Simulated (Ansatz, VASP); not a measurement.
## CaSe in VASP and in Ansatz

File POSCAR:

```
CaSe
1.0
    5.0055966749      0.0000000000      0.0000000000
   -2.5027983375      4.3349738816      0.0000000000
    0.0000000000      0.0000000000      5.8757322710
Ca Se
2 2
Direct
    0.3333333333      0.6666666667     -0.0624992787
    0.6666666667      0.3333333333      0.4375007213
    0.3333333333      0.6666666667      0.4374992787
    0.6666666667      0.3333333333      0.9374992787
```

File INCAR.step1:

```
SYSTEM = CaSe
PREC = Accurate
ENCUT = 520
ISMEAR = 0
SIGMA = 0.01
LREAL = .False.
LASPH = .True.
NELM = 60
NBANDS = 24
GGA = PE
ALGO = Normal
EDIFF = 1E-4
LWAVE = .True.
LCHARG = .False.
```

The input INCAR.step2:

```
SYSTEM = CaSe
PREC = Accurate
ENCUT = 520
EDIFF = 1E-7
ISMEAR = 0
SIGMA = 0.01
LREAL = .False.
LASPH = .True.
NELM = 60
ALGO = Normal
ISIF = 2
LWAVE = .False.
LCHARG = .False.
METAGGA = R2SCAN
LMIXTAU = .True.
NBANDS = 24
ISTART = 1
```

KPOINTS

```
regular mesh
0
Gamma
  6 6 4
  0 0 0
```

Input for Ansatz:

```yaml
crystal:
  lattice:
    - [5.0055966749, 0.0, 0.0]
    - [-2.5027983375, 4.3349738816, 0.0]
    - [0.0, 0.0, 5.875732271]
  atoms:
    - { symbol: Ca, position: [0.3333333333, 0.6666666667, -0.0624992787] }
    - { symbol: Ca, position: [0.6666666667, 0.3333333333, 0.4375007213] }
    - { symbol: Se, position: [0.3333333333, 0.6666666667, 0.4374992787] }
    - { symbol: Se, position: [0.6666666667, 0.3333333333, 0.9374992787] }
kpoints:
  mp_grid: { grid: [6, 6, 4] }
  band_path:
    path:
      - [0.0, 0.0, 0.0]
      - [0.5, 0.0, 0.0]
      - [0.3333333333, 0.3333333333, 0.0]
      - [0.0, 0.0, 0.5]
      - [0.5, 0.0, 0.5]
      - [0.3333333333, 0.3333333333, 0.5]
    npoints: 1
hamiltonian:
  xc: r2scan
scf:
  occupations: { method: fixed }
  n_extra_bands: 5
output:
  forces: true
  stress: true
  eigenvalues: true
```

Alike in both runs: task single point; functional r2SCAN; k mesh 6 × 6 × 4; no spin polarisation.

|  | VASP | Ansatz |
| --- | --- | --- |
| version | VASP 6.6.1 | Ansatz 0.2.0 |
| potentials or method | VASP PAW PBE potentials, release 64 (Ca_sv, Se) | plane waves, PAW |
| plane-wave cutoff (eV) | 520 | 500 |
| occupations | gaussian, width 0.01 eV | fixed |
| valence electrons in the cell | 32 | 52 |

```csv
,VASP,Ansatz,Ansatz less VASP
gap on the k mesh at the Fermi level (eV),2.89,2.89,+0.001
pressure (GPa),0.2,0.0,-0.20
```

VASP's potentials were made for PBE, not for r2SCAN. VASP's potentials hold 32 valence electrons a cell and Ansatz's 52, so a difference there can come from the potentials and not from the codes. Ansatz's warnings: structure snapped to symmetry.
